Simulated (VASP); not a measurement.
# O (Fd-3m) in VASP: further runs, part 2 of 2

VASP 6.6.1.

### Step 3. Single point, PBEsol

The input, INCAR:

```
SYSTEM = O
  PREC = Accurate
  ENCUT = 520
  EDIFF = 1E-6
  ISMEAR = 1
  SIGMA = 0.025
  LREAL = .False.
  LASPH = .True.
  NELM = 60
  ALGO = Normal
  ISIF = 2
  LWAVE = .False.
  LCHARG = .True.
  GGA = PS
  LELF = .True.
  LVHAR = .True.
  NBANDS = 13
```

The input, KPOINTS:

```
Automatic mesh
0
Gamma
  11 11 11
  0 0 0
```

The input, POSCAR:

```
O
1.0
    0.0000000000      2.3957099285      2.3957099285
    2.3957099285      0.0000000000      2.3957099285
    2.3957099285      2.3957099285      0.0000000000
O
2
Direct
   -0.1250000000     -0.1250000000     -0.1250000000
    0.1250000000      0.1250000000      0.1250000000
```

Potentials or basis: VASP PAW PBE potentials, release 64 (O).

Launch:

```
> cat potpaw_PBE.64/O/POTCAR > POTCAR
> mpirun -np 1 vasp_std > vasp.out
```

OUTCAR:

```text
SYSTEM = O
   PREC = Accurate
   ENCUT = 520
   EDIFF = 1E-6
   ISMEAR = 1
   LREAL = .False.
   LASPH = .True.
   NELM = 60
   ISIF = 2
   GGA = PS

 ion  position               nearest neighbor table
   1  0.875  0.875  0.875-
   2  0.125  0.125  0.125-

  LATTYP: Found a face centered cubic cell.
 ALAT       =     4.7914198570

  Lattice vectors:

 A1 = (   0.0000000000,   2.3957099285,   2.3957099285)
 A2 = (   2.3957099285,   0.0000000000,   2.3957099285)
 A3 = (   2.3957099285,   2.3957099285,   0.0000000000)

Analysis of symmetry for initial positions (statically):
=====================================================================
 Subroutine PRICEL returns:
 Original cell was already a primitive cell.

 Routine SETGRP: Setting up the symmetry group for a
 face centered cubic supercell.

 Subroutine GETGRP returns: Found 48 space group operations
 (whereof 12 operations were pure point group operations)
 out of a pool of 48 trial point group operations.

The static configuration has the point symmetry D_3d.
 The point group associated with its full space group is O_h .

Analysis of symmetry for dynamics (positions and initial velocities):
=====================================================================
 Subroutine PRICEL returns:
 Original cell was already a primitive cell.

 Routine SETGRP: Setting up the symmetry group for a
 face centered cubic supercell.

 Subroutine GETGRP returns: Found 48 space group operations
 (whereof 12 operations were pure point group operations)
 out of a pool of 48 trial point group operations.

The dynamic configuration has the point symmetry D_3d.
 The point group associated with its full space group is O_h .

 Subroutine INISYM returns: Found 48 space group operations
 (whereof 12 operations are pure point group operations),
 and found     1 'primitive' translations

----------------------------------------------------------------------------------------

                                     Primitive cell

  volume of cell :      27.5000

  direct lattice vectors                    reciprocal lattice vectors
     0.000000000  2.395709929  2.395709929    -0.208706402  0.208706402  0.208706402
     2.395709929  0.000000000  2.395709929     0.208706402 -0.208706402  0.208706402
     2.395709929  2.395709929  0.000000000     0.208706402  0.208706402 -0.208706402

  length of vectors
     3.388045472  3.388045472  3.388045472     0.361490093  0.361490093  0.361490093

  position of ions in fractional coordinates (direct lattice)
     0.875000000  0.875000000  0.875000000
     0.125000000  0.125000000  0.125000000

  ion indices of the primitive-cell ions
   primitive index   ion index
                 1           1
                 2           2

----------------------------------------------------------------------------------------

 KPOINTS: Automatic mesh

Automatic generation of k-mesh.
 Grid dimensions read from file:
 generate k-points for:   11   11   11

[... 24 lines left out ...]
  0.363636  0.000000  0.000000      8.000000
  0.454545  0.000000  0.000000      8.000000
[... 16 lines left out ...]
 -0.272727  0.181818  0.000000     24.000000
 -0.181818  0.181818  0.000000     12.000000
 [... further k-points ...]
   k-points           NKPTS =     56   k-points in BZ     NKDIM =     56   number of bands    NBANDS=     13
   number of dos      NEDOS =    301   number of ions     NIONS =      2
   total plane-waves  NPLWV =  21952
   dimension x,y,z NGX =    28 NGY =   28 NGZ =   28
   dimension x,y,z NGXF=    56 NGYF=   56 NGZF=   56
   ions per type =               2
   NGX,Y,Z   is equivalent  to a cutoff of  13.74, 13.74, 13.74 a.u.
   NGXF,Y,Z  is equivalent  to a cutoff of  27.48, 27.48, 27.48 a.u.
 SYSTEM =  O
   PREC   = accura    normal or accurate (medium, high low for compatibility)
   ISTART =      0    job   : 0-new  1-cont  2-samecut
   ICHARG =      2    charge: 1-file 2-atom 10-const
   ISPIN  =      1    spin polarized calculation?
   LNONCOLLINEAR =      F non collinear calculations
   LSORBIT =      F    spin-orbit coupling
   LASPH  =      T    aspherical Exc in radial PAW
   ENCUT  =  520.0 eV  38.22 Ry    6.18 a.u.   6.30  6.30  6.30*2*pi/ulx,y,z
   NELM   =     60;   NELMIN=  2; NELMDL= -5     # of ELM steps
   EDIFF  = 0.1E-05   stopping-criterion for ELM
   LREAL  =      F    real-space projection
   EDIFFG = 0.1E-04   stopping-criterion for IOM
   NSW    =      0    number of steps for IOM
   IBRION =     -1    ionic relax: 0-MD 1-quasi-New 2-CG
   NFREE  =      0    steps in history (QN), initial steepest desc. (CG)
   ISIF   =      2    stress and relaxation
   ISYM   =      2    0-nonsym 1-usesym 2-fastsym
   POTIM  = 0.5000    time-step for ionic-motion
   TEBEG  =    0.0;   TEEND  =   0.0 temperature during run
   PSTRESS=    0.0 pullay stress
   NELECT =      12.0000    total number of electrons
   NUPDOWN=      -1.0000    fix difference up-down
   EMIN   =  10.00;   EMAX   =-10.00  energy-range for DOS
   EFERMI =   0.00;   METHOD = LEGACY
   ISMEAR =     1;   SIGMA  =   0.03  broadening in eV -4-tet -1-fermi 0-gaus
   EFERMI_NEDOS =   21; number of points for ismear=-14 and -15
   IALGO  =     38    algorithm
   IMIX   =      4    mixing-type and parameters
     AMIX     =   0.40;   BMIX     =  1.00
     AMIX_MAG =   1.60;   BMIX_MAG =  1.00
  volume/ion in A,a.u.               =      13.75        92.79
  Fermi-wavevector in a.u.,A,eV,Ry     =   1.241722  2.346514 20.978460  1.541873
  Thomas-Fermi vector in A             =   2.376107
   LORBIT       =      0    0 simple, 1 ext, 2 COOP (PROOUT), +10 PAW based schemes
   GGA     = PS    functional components
   LHFCALC =     F    Hartree Fock is set to
   AEXX    =    0.0000 exact exchange contribution
   IVDW    =     0    specifies the selected vdW correction
   LEPSILON=     F    determine dielectric tensor
   LRPA    =     F    only Hartree local field effects (RPA)
 non-spin polarized calculation
 Methfessel and Paxton  Order N= 1 SIGMA  =   0.03
  energy-cutoff  :      520.00
  volume of cell :       27.50
 maximum number of plane-waves:       751
 NGX is ok and might be reduce to    28
   NGX = 13   NGY = 13   NGZ = 13

 number of electron      11.9999995 magnetization

 Free energy of the ion-electron system (eV)
  ---------------------------------------------------
  ext. energy  EPLUGINS =         0.00000000
  ---------------------------------------------------
  free energy    TOTEN  =        -6.17205626 eV

  energy without entropy =       -6.17216899  energy(sigma->0) =       -6.17209384

 E-fermi :  -2.1133     XC(G=0):  -8.9621

 val. band max:       -2.1384980591   @ k =  -0.0909   0.0909   0.0000
 cond. band min:      -2.0967292890   @ k =   0.1818   0.0909   0.0000
 fundamental gap:      0.0417687701
 Fermi energy:        -2.1132921225

 k-point     1 :       0.0000    0.0000    0.0000
  band No.  band energies     occupation
      1     -21.2964      2.00000
      2     -16.2542      2.00000
      3      -4.8602      2.00000
      4      -4.8602      2.00000
      5      -4.8602      2.00000
      6      -2.4725      2.00000
      7      -2.4725      2.00000
      8      -2.4725      2.00000
      9       7.0164      0.00000
     10      19.8299      0.00000
     11      19.8299      0.00000
     12      19.8299      0.00000
     13      20.4686      0.00000
[... 354 lines left out ...]
  band No.  band energies     occupation
      1     -20.6446      2.00000
      2     -17.1536      2.00000
      3      -5.9953      2.00000
      4      -5.2457      2.00000
      5      -4.8621      2.00000
      6      -2.3377      2.00000
      7      -2.0251     -0.00001
      8      -1.5545      0.00000
      9       8.8626      0.00000
     10      14.7261      0.00000
     11      16.7634      0.00000
     12      18.1498      0.00000
     13      22.5609      0.00000

 [... further k-points ...]

------------------------ aborting loop because EDIFF is reached ----------------------------------------

  FORCE on cell =-STRESS in cart. coord.  units (eV):
  Direction    XX          YY          ZZ          XY          YZ          ZX
  --------------------------------------------------------------------------------------
  -------------------------------------------------------------------------------------
  Total       -3.5452138     -3.5452138     -3.5452138      0.0000000     -0.0000000     -0.0000000
  in kB     -206.5476794   -206.5476794   -206.5476794      0.0000000     -0.0000000     -0.0000000
  external PRESSURE =    -206.5476794 kB  Pullay stress =       0.0000000 kB

 VOLUME and BASIS-vectors are now :
 -----------------------------------------------------------------------------
  energy-cutoff  :      520.00
  volume of cell :       27.50
      direct lattice vectors                 reciprocal lattice vectors
     0.000000000  2.395709929  2.395709929    -0.208706402  0.208706402  0.208706402
     2.395709929  0.000000000  2.395709929     0.208706402 -0.208706402  0.208706402
     2.395709929  2.395709929  0.000000000     0.208706402  0.208706402 -0.208706402

 POSITION                                       TOTAL-FORCE (eV/Angst)
 -----------------------------------------------------------------------------------
      4.19249      4.19249      4.19249         0.000000      0.000000      0.000000
      0.59893      0.59893      0.59893        -0.000000     -0.000000     -0.000000
 -----------------------------------------------------------------------------------
    total drift:                                0.000000     -0.000000     -0.000000

  FREE ENERGIE OF THE ION-ELECTRON SYSTEM (eV)
  ---------------------------------------------------
  free  energy   TOTEN  =        -6.1720562629 eV

  energy  without entropy=       -6.1721689907  energy(sigma->0) =       -6.17209384
```

It took 22 s on 1 thread of Intel Xeon Platinum 8259CL at 2.50GHz (Skylake/Cascade Lake), shared host; peak memory 0.15 GiB.

What came out:

```yaml
Free_energy: -6.1721 eV
Pressure: -20.7 GPa
Band_gap_on_the_k_mesh: zero (band 6 reaches -1.75 eV, above the bottom of band 7 at -2.47 eV)
```

Levels at points of the mesh, in eV from the Fermi level:
```tsv
k point	band 4	band 5	band 6	band 7	band 8	band 9
(0.00, 0.00, 0.00)	-2.75	-2.75	-0.36	-0.36	-0.36	9.13
```

Caveat: the PAW data sets were made with another functional, which shifts forces and pressure a little.
